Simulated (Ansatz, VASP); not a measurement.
# PbSe: VASP beside Ansatz

The input INCAR:

```
  ALGO = Normal
  EDIFF = 1E-6
  ENCUT = 520
  GGA = PE
  ISIF = 2
  ISMEAR = -1
  LASPH = T
  LCHARG = F
  LREAL = F
  LWAVE = F
  NBANDS = 17
  NELM = 80
  PREC = Accurate
  SIGMA = 0.02
```

KPOINTS

```
k-points
0
Gamma
  8 8 8
```

File POSCAR:

```
PbSe
1.0
    0.0000000000      3.0887022195      2.9651541308
    3.0887022195      0.0000000000      2.9651541308
    3.0887022195      3.0887022195      0.0000000000
Pb Se
1 1
Direct
    0.0000000000      0.0000000000      0.0000000000
    0.5000000000      0.5000000000      0.5000000000
```

Input for Ansatz:

```yaml
crystal:
  lattice:
    - [0.0, 3.0887022195, 2.9651541308]
    - [3.0887022195, 0.0, 2.9651541308]
    - [3.0887022195, 3.0887022195, 0.0]
  atoms:
    - { symbol: Pb, position: [0.0, 0.0, 0.0] }
    - { symbol: Se, position: [0.5, 0.5, 0.5] }
kpoints:
  mp_grid: { grid: [8, 8, 8] }
  band_path:
    path:
      - [0.0, 0.0, 0.0]
      - [0.5, 0.0, 0.5]
      - [0.625, 0.25, 0.625]
      - [0.375, 0.375, 0.75]
      - [0.5, 0.5, 0.5]
      - [0.5, 0.25, 0.75]
      - [0.0, 0.0, 0.5]
    npoints: 1
hamiltonian:
  xc: pbe
scf:
  occupations: { method: fermi_dirac, width: 0.02 }
  n_extra_bands: 4
output:
  forces: true
  stress: true
  eigenvalues: true
  write_density: true
  write_potential: true
  elf: true
  volumetric_format: npy
```

Change from the starting cell: uniaxial_z strain -4.0%.

Alike in both runs: task single point; functional PBE; k mesh 8 × 8 × 8; occupations fermi-dirac, width 0.02 eV; no spin polarisation.

```csv
,VASP,Ansatz
version,VASP 6.6.1,Ansatz 0.2.0
potentials or method,"VASP PAW PBE potentials, release 64 (Pb_d, Se)","plane waves, PAW"
plane-wave cutoff (eV),520,420
valence electrons in the cell,20,30
```

```tsv
	VASP	Ansatz	Ansatz less VASP
pressure (GPa)	3.5	3.5	+0.02
traceless stress, the component that is largest in VASP (GPa)	4.01	4.00	-0.009
```

VASP's potentials hold 20 valence electrons a cell and Ansatz's 30, so a difference there can come from the potentials and not from the codes.

Spin-orbit coupling is off throughout.
